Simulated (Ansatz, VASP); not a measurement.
**One calculation of AlP, two programs**

File POSCAR:

```
AlP
1.0
    0.0000000000      2.7392607946      2.7392607946
    2.7392607946      0.0000000000      2.7392607946
    2.7392607946      2.7392607946      0.0000000000
Al P
1 1
Direct
    0.0000000000      0.0000000000      0.0000000000
    0.2500000000      0.2500000000      0.2500000000
```

INCAR.step1

```
SYSTEM = AlP
PREC = Accurate
ENCUT = 400
EDIFF = 1E-5
ISMEAR = 0
SIGMA = 0.01
LREAL = .FALSE.
LASPH = .TRUE.
NELM = 120
ALGO = Normal
ISIF = 2
LWAVE = .TRUE.
LCHARG = .FALSE.
NBANDS = 11
GGA = PE
GGA_COMPAT = .FALSE.
```

File INCAR.step2:

```
SYSTEM = AlP
PREC = Accurate
ENCUT = 400
EDIFF = 1E-6
ISMEAR = 0
SIGMA = 0.01
LREAL = .FALSE.
LASPH = .TRUE.
NELM = 120
ALGO = Normal
ISIF = 2
LWAVE = .FALSE.
LCHARG = .FALSE.
GGA = PE
LHFCALC = .TRUE.
AEXX = 0.5
HFSCREEN = 0.1
PRECFOCK = Normal
NBANDS = 11
ISTART = 1
GGA_COMPAT = .FALSE.
```

The input KPOINTS:

```
regular mesh
0
G
  4 4 4
  0 0 0
```

Input for Ansatz:

```yaml
crystal:
  lattice:
    - [0.0, 2.7392607946, 2.7392607946]
    - [2.7392607946, 0.0, 2.7392607946]
    - [2.7392607946, 2.7392607946, 0.0]
  atoms:
    - { symbol: Al, position: [0.0, 0.0, 0.0] }
    - { symbol: P, position: [0.25, 0.25, 0.25] }
kpoints:
  mp_grid: { grid: [4, 4, 4] }
hamiltonian:
  xc: { exchange: pbe, correlation: pbe, exx: { coeff: 0.5, omega: 0.1 } }
scf:
  occupations: { method: fixed }
  n_extra_bands: 4
output:
  forces: true
  stress: true
  eigenvalues: true
```

Alike in both runs: task single point; functional PBE-based screened hybrid with a share of 0.5 of exact exchange and HFSCREEN = 0.1; k mesh 4 × 4 × 4; no spin polarisation.

|  | VASP | Ansatz |
| --- | --- | --- |
| version | VASP 6.6.1 | Ansatz 0.2.0 |
| potentials or method | VASP PAW PBE potentials, release 64 (Al, P) | plane waves |
| plane-wave cutoff (eV) | 400 | 420 |
| occupations | gaussian, width 0.01 eV | fixed |
| valence electrons in the cell | 8 | 8 |

VASP gave:

- gap on the k mesh at the Fermi level (eV): 3.73
- pressure (GPa): -2.1

Task: Which values does Ansatz return?

Result: gap on the k mesh at the Fermi level (eV): 3.68; pressure (GPa): -1.4.

VASP's potentials were made for PBE, not for PBE-based screened hybrid. Ansatz's warnings: stress exchange threshold loose, stress scf threshold loose.

The k mesh is coarse, so the values compare programs but aren't converged.
